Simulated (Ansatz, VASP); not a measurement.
**Ca3AsP: VASP beside Ansatz**

```xyz
5
Lattice="5.3339 0.0000 0.0000 0.0000 5.3339 0.0000 0.0000 0.0000 5.3339" Properties=species:S:1:pos:R:3 pbc="T T T"
Ca    4.9339    6.2727    7.3981
Ca    7.6008    3.6057    7.3981
Ca    7.6008    6.2727    4.7312
P     7.6008    6.2727    7.3981
As    4.9339    3.6057    4.7312
```

Alike in both runs: task single point; functional PBE; k mesh 4 × 4 × 4; occupations gaussian, width 0.1 eV; no spin polarisation.

|  | VASP | Ansatz |
| --- | --- | --- |
| version | VASP 6.6.1 | Ansatz 0.2.0 |
| potentials or method | VASP PAW PBE potentials, release 64 (Ca_sv, P, As), cutoff 500 eV | scalar-relativistic, plane waves, PAW |
| valence electrons in the cell | 40 | 50 |

|  | VASP | Ansatz | Ansatz less VASP |
| --- | --- | --- | --- |
| gap on the k mesh at the Fermi level (eV) | 0.18 | 0.19 | +0.005 |
| least direct gap on the mesh (eV) | 0.18 | 0.19 | +0.005 |
| pressure (GPa) | 0.0 | -0.1 | -0.11 |

With one functional, cell and mesh, what is left measures potentials, basis and numerics. VASP's potentials hold 40 valence electrons a cell and Ansatz's 50, so a difference there can come from the potentials and not from the codes.
